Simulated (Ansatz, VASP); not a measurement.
# One calculation of Eu, two programs

```
Eu
1.0
    -2.10243    2.10243    2.10243
     2.10243   -2.10243    2.10243
     2.10243    2.10243   -2.10243
Eu
1
Direct
  0.00000 0.00000 0.00000
```

Change from the starting cell: volume scaled by 0.88, LAPW.

Alike in both runs: task single point; functional PBE; k mesh 14 × 14 × 14; occupations fermi-dirac, width 0.05 eV; collinear spin.

```csv
,VASP,Ansatz
version,VASP 6.6.1,Ansatz 0.2.0
potentials or method,"VASP PAW PBE potentials, release 64 (Eu), cutoff 520 eV","all-electron LAPW, scalar-relativistic"
```

VASP gave:

| Item | Value |
| --- | --- |
| pressure (GPa) | 1.9 |
| net moment per atom (μB) | 7.20 |
| size of the moment on the site where the two differ most (μB) | 6.64 |

Problem. Which values does Ansatz return?

Solution. Pressure (GPa): 2.2; net moment per atom (μB): 7.21; size of the moment on the site where the two differ most (μB): 7.05.

Site moments also hang on the region over which each program counts them. Ansatz ran all-electron here, and VASP with PAW potentials.

Spin-orbit coupling is off throughout.
